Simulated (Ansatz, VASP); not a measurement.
# One calculation of CdS, two programs

```
CELL_PARAMETERS angstrom
4.16471 0.00000 0.00000
-2.08235 3.60674 0.00000
0.00000 0.00000 6.76789
ATOMIC_POSITIONS crystal
Cd 0.33333 0.66667 0.95389
Cd 0.66667 0.33333 0.45389
S 0.33333 0.66667 0.42311
S 0.66667 0.33333 0.92311
```

Change from the starting cell: polar distortion scaled by 0.25.

Alike in both runs: task single point; functional r2SCAN; k mesh 9 × 9 × 4; no spin polarisation.

|  | VASP | Ansatz |
| --- | --- | --- |
| version | VASP 6.6.1 | Ansatz 0.2.0 |
| potentials or method | VASP PAW PBE potentials, release 64 (Cd, S), cutoff 520 eV | scalar-relativistic, plane waves, PAW |
| occupations | gaussian, width 0.01 eV | fixed |
| valence electrons in the cell | 36 | 52 |

Ansatz gave:

* gap on the k mesh at the Fermi level (eV): 1.86
* least direct gap on the mesh (eV): 1.86
* pressure (GPa): 3.3
* traceless stress, the component that is largest in VASP (GPa): -6.11
* rms of the force components (eV/Å): 0.228

Problem. What did VASP give for the same quantities?

Solution. gap on the k mesh at the Fermi level (eV): 1.86; least direct gap on the mesh (eV): 1.86; pressure (GPa): 3.7; traceless stress, the component that is largest in VASP (GPa): -6.38; rms of the force components (eV/Å): 0.234.

VASP's potentials were made for PBE, not for r2SCAN. Atom by atom the forces differ by 0.006 eV/Å (rms over components). VASP's potentials hold 36 valence electrons a cell and Ansatz's 52, so a difference there can come from the potentials and not from the codes.
